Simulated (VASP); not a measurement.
# S (R-3) in VASP: single point with PBE

Aim: the single point of S with PBE.

All numbers are computed with VASP 6.6.1; they aren't measurements. Logs are shortened: lines on timing, memory, paths and dates and some standing lists are left out, and cuts for length are marked.

## (1) The cell of the first run

Symmetry: R-3, No. 148, trigonal system. The conventional cell has a = 11.074 Å, b = 11.074 Å, c = 5.464 Å, α = 90.00°, β = 90.00°, γ = 120.00°. Within 2.8 Å of S (site symmetry 1) lie 2 S at 2.08 Å.

## (2) Single point, PBE

Contents of INCAR:

```
ALGO     = Normal         # electronic algorithm
EDIFF    = 1E-6           # SCF threshold, eV
ENCUT    = 520            # plane-wave cutoff, eV
GGA      = PE             # functional
ISIF     = 2              # what is computed and relaxed
ISMEAR   = -1             # smearing method
LASPH    = T              # aspherical terms in the spheres
LCHARG   = F              # write CHGCAR
LREAL    = F              # projectors in reciprocal space
LWAVE    = F              # write WAVECAR
NBANDS   = 27             # bands
NELM     = 60             # most SCF steps
PREC     = Accurate       # precision mode
SIGMA    = 0.05           # smearing width, eV
```

Contents of KPOINTS:

```
k-points
0
Gamma
  9 9 9
```

Contents of POSCAR:

```
S
1.0
    5.5368009023      3.1966734914      1.8213904889
   -5.5368009023      3.1966734914      1.8213904889
    0.0000000000     -6.3933469828      1.8213904888
S
6
Direct
    0.6048406326      0.3767221109      0.2730255552
    0.2730255552      0.6048406326      0.3767221109
    0.3767221109      0.2730255552      0.6048406326
    0.3951593674      0.6232778891      0.7269744448
    0.7269744448      0.3951593674      0.6232778891
    0.6232778891      0.7269744448      0.3951593674
```

Potentials or basis: VASP PAW PBE potentials, release 64 (S).

Run with:

```sh
$ cat potpaw_PBE.64/S/POTCAR > POTCAR
$ mpirun -np 1 vasp_std > vasp.out
```

OUTCAR:

```text
EDIFF = 1E-6
   ENCUT = 520
   GGA = PE
   ISIF = 2
   ISMEAR = -1
   LASPH = T
   LREAL = F
   NELM = 60
   PREC = Accurate

 ion  position               nearest neighbor table
   1  0.605  0.377  0.273-   5 2.08   6 2.08
   2  0.273  0.605  0.377-   4 2.08   6 2.08
   3  0.377  0.273  0.605-   4 2.08   5 2.08
   4  0.395  0.623  0.727-   2 2.08   3 2.08
   5  0.727  0.395  0.623-   1 2.08   3 2.08
   6  0.623  0.727  0.395-   1 2.08   2 2.08

  LATTYP: Found a trigonal (rhomboedric) cell.
 ALAT       =     6.6477326176
 COS(alpha) =    -0.3873969117

  Lattice vectors:

 A1 = (   5.5368009023,   3.1966734914,   1.8213904889)
 A2 = (  -5.5368009023,   3.1966734914,   1.8213904889)
 A3 = (   0.0000000000,  -6.3933469828,   1.8213904888)

Analysis of symmetry for initial positions (statically):
=====================================================================
 Subroutine PRICEL returns:
 Original cell was already a primitive cell.

 Routine SETGRP: Setting up the symmetry group for a
 trigonal (rhombohedral) supercell.

 Subroutine GETGRP returns: Found  6 space group operations
 (whereof  6 operations were pure point group operations)
 out of a pool of 12 trial point group operations.

The static configuration has the point symmetry S_6 .

Analysis of symmetry for dynamics (positions and initial velocities):
=====================================================================
 Subroutine PRICEL returns:
 Original cell was already a primitive cell.

 Routine SETGRP: Setting up the symmetry group for a
 trigonal (rhombohedral) supercell.

 Subroutine GETGRP returns: Found  6 space group operations
 (whereof  6 operations were pure point group operations)
 out of a pool of 12 trial point group operations.

The dynamic configuration has the point symmetry S_6 .

 Subroutine INISYM returns: Found  6 space group operations
 (whereof  6 operations are pure point group operations),
 and found     1 'primitive' translations

----------------------------------------------------------------------------------------

                                     Primitive cell

  volume of cell :     193.4245

  direct lattice vectors                    reciprocal lattice vectors
     5.536800902  3.196673491  1.821390489     0.090304855  0.052137532  0.183010362
    -5.536800902  3.196673491  1.821390489    -0.090304855  0.052137532  0.183010362
     0.000000000 -6.393346983  1.821390489     0.000000000 -0.104275064  0.183010362

  length of vectors
     6.647732618  6.647732618  6.647732618     0.210632575  0.210632575  0.210632575

  position of ions in fractional coordinates (direct lattice)
     0.604840633  0.376722111  0.273025555
     0.273025555  0.604840633  0.376722111
     0.376722111  0.273025555  0.604840633
     0.395159367  0.623277889  0.726974445
     0.726974445  0.395159367  0.623277889
     0.623277889  0.726974445  0.395159367

  ion indices of the primitive-cell ions
   primitive index   ion index
                 1           1
                 2           2
                 3           3
                 4           4
                 5           5
                 6           6

----------------------------------------------------------------------------------------

 KPOINTS: k-points

Automatic generation of k-mesh.
 Grid dimensions read from file:
 generate k-points for:    9    9    9

 Generating k-lattice:

  Cartesian coordinates                     Fractional coordinates (reciprocal lattice)
     0.010033873  0.005793059  0.020334485     0.111111111  0.000000000  0.000000000
    -0.010033873  0.005793059  0.020334485     0.000000000  0.111111111  0.000000000
     0.000000000 -0.011586118  0.020334485     0.000000000  0.000000000  0.111111111

  Length of vectors
     0.023403619  0.023403619  0.023403619

  Shift w.r.t. Gamma in fractional coordinates (k-lattice)
     0.000000000  0.000000000  0.000000000

 Subroutine IBZKPT returns following result:
 ===========================================

 Found    125 irreducible k-points:

 Following reciprocal coordinates:
            Coordinates               Weight
  0.000000  0.000000  0.000000      1.000000
  0.111111  0.000000  0.000000      6.000000
  0.222222  0.000000  0.000000      6.000000
  0.333333 -0.000000 -0.000000      6.000000
  0.444444  0.000000  0.000000      6.000000
  0.111111  0.111111  0.000000      6.000000
[... 16 lines left out ...]
  0.444444  0.222222  0.000000      6.000000
 -0.444444 -0.000000 -0.222222      6.000000
 [... further k-points ...]
   k-points           NKPTS =    125   k-points in BZ     NKDIM =    125   number of bands    NBANDS=     27
   number of dos      NEDOS =    301   number of ions     NIONS =      6
   total plane-waves  NPLWV = 125000
   dimension x,y,z NGX =    50 NGY =   50 NGZ =   50
   dimension x,y,z NGXF=   100 NGYF=  100 NGZF=  100
   ions per type =               6
   NGX,Y,Z   is equivalent  to a cutoff of  12.50, 12.50, 12.50 a.u.
   NGXF,Y,Z  is equivalent  to a cutoff of  25.01, 25.01, 25.01 a.u.
 SYSTEM =  unknown system
   PREC   = accura    normal or accurate (medium, high low for compatibility)
   ISTART =      0    job   : 0-new  1-cont  2-samecut
   ICHARG =      2    charge: 1-file 2-atom 10-const
   ISPIN  =      1    spin polarized calculation?
   LNONCOLLINEAR =      F non collinear calculations
   LSORBIT =      F    spin-orbit coupling
   LASPH  =      T    aspherical Exc in radial PAW
   ENCUT  =  520.0 eV  38.22 Ry    6.18 a.u.  12.36 12.36 12.36*2*pi/ulx,y,z
   NELM   =     60;   NELMIN=  2; NELMDL= -5     # of ELM steps
   EDIFF  = 0.1E-05   stopping-criterion for ELM
   LREAL  =      F    real-space projection
   EDIFFG = 0.1E-04   stopping-criterion for IOM
   NSW    =      0    number of steps for IOM
   IBRION =     -1    ionic relax: 0-MD 1-quasi-New 2-CG
   NFREE  =      0    steps in history (QN), initial steepest desc. (CG)
   ISIF   =      2    stress and relaxation
   ISYM   =      2    0-nonsym 1-usesym 2-fastsym
   POTIM  = 0.5000    time-step for ionic-motion
   TEBEG  =    0.0;   TEEND  =   0.0 temperature during run
   PSTRESS=    0.0 pullay stress
   NELECT =      36.0000    total number of electrons
   NUPDOWN=      -1.0000    fix difference up-down
   EMIN   =  10.00;   EMAX   =-10.00  energy-range for DOS
   EFERMI =   0.00;   METHOD = LEGACY
   ISMEAR =    -1;   SIGMA  =   0.05  broadening in eV -4-tet -1-fermi 0-gaus
   EFERMI_NEDOS =   21; number of points for ismear=-14 and -15
   IALGO  =     38    algorithm
   IMIX   =      4    mixing-type and parameters
     AMIX     =   0.40;   BMIX     =  1.00
     AMIX_MAG =   1.60;   BMIX_MAG =  1.00
  volume/ion in A,a.u.               =      32.24       217.55
  Fermi-wavevector in a.u.,A,eV,Ry     =   0.934699  1.766325 11.886899  0.873662
  Thomas-Fermi vector in A             =   2.061531
   LORBIT       =      0    0 simple, 1 ext, 2 COOP (PROOUT), +10 PAW based schemes
   GGA     = PE    functional components
   LHFCALC =     F    Hartree Fock is set to
   AEXX    =    0.0000 exact exchange contribution
   IVDW    =     0    specifies the selected vdW correction
   LEPSILON=     F    determine dielectric tensor
   LRPA    =     F    only Hartree local field effects (RPA)
 non-spin polarized calculation
  energy-cutoff  :      520.00
  volume of cell :      193.42
 maximum number of plane-waves:      5263
 NGX is ok and might be reduce to    50
   NGX = 25   NGY = 25   NGZ = 25

 number of electron      36.0000001 magnetization

 Free energy of the ion-electron system (eV)
  ---------------------------------------------------
  ext. energy  EPLUGINS =         0.00000000
  ---------------------------------------------------
  free energy    TOTEN  =       -24.42522672 eV

  energy without entropy =      -24.42522672  energy(sigma->0) =      -24.42522672

 E-fermi :   1.3585     XC(G=0):  -7.1254

 val. band max:        0.2032928527   @ k =   0.3333   0.1111   0.1111
 cond. band min:       2.6688032984   @ k =  -0.4444   0.4444   0.2222
 fundamental gap:      2.4655104457
 Fermi energy:         1.3584722123

 k-point     1 :       0.0000    0.0000    0.0000
  band No.  band energies     occupation
      1     -15.9183      2.00000
      2     -14.1861      2.00000
      3     -14.1861      2.00000
      4     -10.9151      2.00000
      5     -10.9151      2.00000
      6      -8.2956      2.00000
[... 19 lines left out ...]
     26       7.4412      0.00000
     27       7.4479      0.00000

 k-point     2 :       0.1111    0.0000    0.0000
  band No.  band energies     occupation
      1     -15.9127      2.00000
      2     -14.1960      2.00000
      3     -14.1867      2.00000
      4     -10.9193      2.00000
      5     -10.9035      2.00000
      6      -8.2973      2.00000
[... 19 lines left out ...]
     26       7.3064      0.00000
     27       7.4744      0.00000

 k-point     3 :       0.2222    0.0000    0.0000
  band No.  band energies     occupation
      1     -15.8981      2.00000
      2     -14.2211      2.00000
      3     -14.1885      2.00000
      4     -10.9297      2.00000
      5     -10.8741      2.00000
      6      -8.3022      2.00000
[... 19 lines left out ...]
     26       7.1619      0.00000
     27       7.4786      0.00000

 k-point     4 :       0.3333   -0.0000   -0.0000
  band No.  band energies     occupation
      1     -15.8810      2.00000
      2     -14.2499      2.00000
      3     -14.1904      2.00000
      4     -10.9414      2.00000
      5     -10.8406      2.00000
      6      -8.3089      2.00000
[... 19 lines left out ...]
     26       7.1577      0.00000
     27       7.5429      0.00000
[... 516 lines left out ...]
      4     -10.9267      2.00000
      5     -10.8342      2.00000
      6      -8.3024      2.00000
[... 19 lines left out ...]
     26       7.4107      0.00000
     27       7.8000      0.00000

 k-point    23 :       0.4444    0.2222    0.0000
  band No.  band energies     occupation
      1     -15.8559      2.00000
      2     -14.2859      2.00000
      3     -14.2093      2.00000
      4     -10.9362      2.00000
      5     -10.8247      2.00000
      6      -8.2713      2.00000
[... 19 lines left out ...]
     26       7.1624      0.00000
     27       7.7163      0.00000

 k-point    24 :      -0.4444   -0.0000   -0.2222
  band No.  band energies     occupation
      1     -15.8559      2.00000
      2     -14.2841      2.00000
      3     -14.2112      2.00000
      4     -10.9458      2.00000
      5     -10.8140      2.00000
      6      -8.2733      2.00000
[... 19 lines left out ...]
     26       7.1238      0.00000
     27       7.7108      0.00000

 [... further k-points ...]

------------------------ aborting loop because EDIFF is reached ----------------------------------------

  FORCE on cell =-STRESS in cart. coord.  units (eV):
  Direction    XX          YY          ZZ          XY          YZ          ZX
  --------------------------------------------------------------------------------------
  -------------------------------------------------------------------------------------
  Total       -0.5891523     -0.5891523     -0.2221609     -0.0000001     -0.0000000      0.0000000
  in kB       -4.8800765     -4.8800765     -1.8402074     -0.0000005     -0.0000000      0.0000000
  external PRESSURE =      -3.8667868 kB  Pullay stress =       0.0000000 kB

 VOLUME and BASIS-vectors are now :
 -----------------------------------------------------------------------------
  energy-cutoff  :      520.00
  volume of cell :      193.42
      direct lattice vectors                 reciprocal lattice vectors
     5.536800902  3.196673491  1.821390489     0.090304855  0.052137532  0.183010362
    -5.536800902  3.196673491  1.821390489    -0.090304855  0.052137532  0.183010362
     0.000000000 -6.393346983  1.821390489     0.000000000 -0.104275064  0.183010362

 POSITION                                       TOTAL-FORCE (eV/Angst)
 -----------------------------------------------------------------------------------
      1.26305      1.39219      2.28510        -0.066001     -0.072640      0.086774
     -1.83719      0.39774      2.28510         0.095908     -0.020839      0.086774
      0.57415     -1.78992      2.28510        -0.029907      0.093479      0.086774
     -1.26305     -1.39219      3.17908         0.066001      0.072640     -0.086774
      1.83719     -0.39774      3.17908        -0.095908      0.020839     -0.086774
     -0.57415      1.78992      3.17908         0.029907     -0.093479     -0.086774
 -----------------------------------------------------------------------------------
    total drift:                               -0.000000     -0.000000      0.000000

  FREE ENERGIE OF THE ION-ELECTRON SYSTEM (eV)
  ---------------------------------------------------
  free  energy   TOTEN  =       -24.4252267214 eV

  energy  without entropy=      -24.4252267213  energy(sigma->0) =      -24.42522672
```

Run time: 12 min. Hardware: 1 thread of Intel Xeon Platinum 8259CL at 2.50GHz (Skylake/Cascade Lake), shared host; peak memory 0.62 GiB.

Results:

```
Free energy            : -24.4252 eV
Pressure               : -0.4 GPa
Largest force          : 0.131 eV/Å
Band gap on the k mesh : 2.47 eV (least direct gap 2.62 eV)
```

Forces on the atoms (eV/Å):
```
S   -0.066 -0.073  0.087
S    0.096 -0.021  0.087
S   -0.030  0.093  0.087
S    0.066  0.073 -0.087
S   -0.096  0.021 -0.087
S    0.030 -0.093 -0.087
```

Stress tensor (GPa, compression positive):
```
-0.49  0.00  0.00
 0.00 -0.49  0.00
 0.00  0.00 -0.18
```

Caveat: this functional lacks dispersion, which holds the molecules together, so the pressure and a relaxed volume are unreliable. A k mesh can miss the band edges.
